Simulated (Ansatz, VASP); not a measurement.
One calculation of Al2Zn, two programs

```
Al Zn
1.0
     2.80131    0.00000    0.00000
    -1.40066    2.42601    0.00000
     0.00000    0.00000    6.82194
Al Zn
2 1
Direct
  0.33333 0.66667 0.33151
  0.66667 0.33333 0.66849
  0.00000 0.00000 0.00000
```

Alike in both runs: task relaxation of cell and atoms; functional LDA; k mesh 18 × 18 × 6; occupations gaussian, width 0.1 eV; no spin polarisation.

```csv
,VASP,Ansatz
version,VASP 6.6.1,Ansatz 0.2.0
potentials or method,"VASP PAW LDA potentials, release 64 (Al, Zn), cutoff 600 eV","scalar-relativistic, plane waves, PAW"
valence electrons in the cell,18,18
```

|  | VASP | Ansatz | Ansatz less VASP |
| --- | --- | --- | --- |
| gap on the k mesh at the Fermi level, each at its own relaxed structure (eV) | none | none | - |
| relaxed volume (Å³/atom) | 15.15 | 15.12 | -0.034 |
| relaxed cell length with the largest relative difference (Å) | 6.836 | 6.826 | -0.0097 |

LDA's correlation is that of Perdew and Zunger in VASP and of Perdew and Wang (1992) in Ansatz. A gap of «none» marks a metal or a gap that the smearing closes.
